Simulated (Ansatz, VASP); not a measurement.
This is a calculation of Sr for Ansatz 0.2.0.

The input input.yaml:

```yaml
crystal:
  lattice:
    - [4.21754372, 0.0, 0.0]
    - [-1.4058479064, 3.9763383526, 0.0]
    - [-1.4058479064, -1.9881691756, 3.4436100278]
  atoms:
    - { symbol: Sr, position: [0.0, 0.0, 0.0] }
hamiltonian:
  xc: pbesol
  pseudopotentials: { kind: paw }
kpoints:
  mp_grid: { grid: [8, 8, 8] }
scf:
  occupations: { method: gaussian, width: 0.1 }
output:
  forces: true
  stress: true
  eigenvalues: true
```

Potentials or basis: Ansatz PAW.

Launch:

```sh
$ ansatz run input.yaml --threads 1 --pin off --max-ram 3584MiB --backend cpu --events-out ev --progress --plain --runs-dir out
```

Problem. Translate it to VASP 6.6.1. Potentials there: VASP PAW PBE potentials, release 64 (Sr_sv).

Solution. As run (the cutoff follows the program's own potentials):

File INCAR:

```
ALGO     = Fast           # electronic algorithm
EDIFF    = 1E-7           # SCF threshold, eV
ENCUT    = 520            # plane-wave cutoff, eV
GGA      = PS             # functional
ISIF     = 2              # what is computed and relaxed
ISMEAR   = 0              # smearing method
LASPH    = T              # aspherical terms in the spheres
LCHARG   = F              # write CHGCAR
LREAL    = F              # projectors in reciprocal space
LWAVE    = F              # write WAVECAR
NBANDS   = 11             # bands
NELM     = 80             # most SCF steps
PREC     = Accurate       # precision mode
SIGMA    = 0.1            # smearing width, eV
```

The input KPOINTS:

```
k-points
0
Gamma
  8 8 8
```

The input POSCAR:

```
Sr
1.0
    4.2175437200      0.0000000000      0.0000000000
   -1.4058479064      3.9763383526      0.0000000000
   -1.4058479064     -1.9881691756      3.4436100278
Sr
1
Direct
    0.0000000000      0.0000000000      0.0000000000
```

Potentials or basis: VASP PAW PBE potentials, release 64 (Sr_sv).

Run with:

```console
$ cat potpaw_PBE.64/Sr_sv/POTCAR > POTCAR
$ mpirun -np 1 vasp_std > vasp.out
```

Both were run:

|  | VASP | Ansatz | Ansatz less VASP |
| --- | --- | --- | --- |
| gap on the k mesh at the Fermi level (eV) | none | none | - |
| pressure (GPa) | -1.3 | -1.3 | -0.01 |

VASP's potentials were made for PBE, not for PBEsol. A gap of «none» marks a metal or a gap that the smearing closes. With one functional, cell and mesh, what is left measures potentials, basis and numerics.
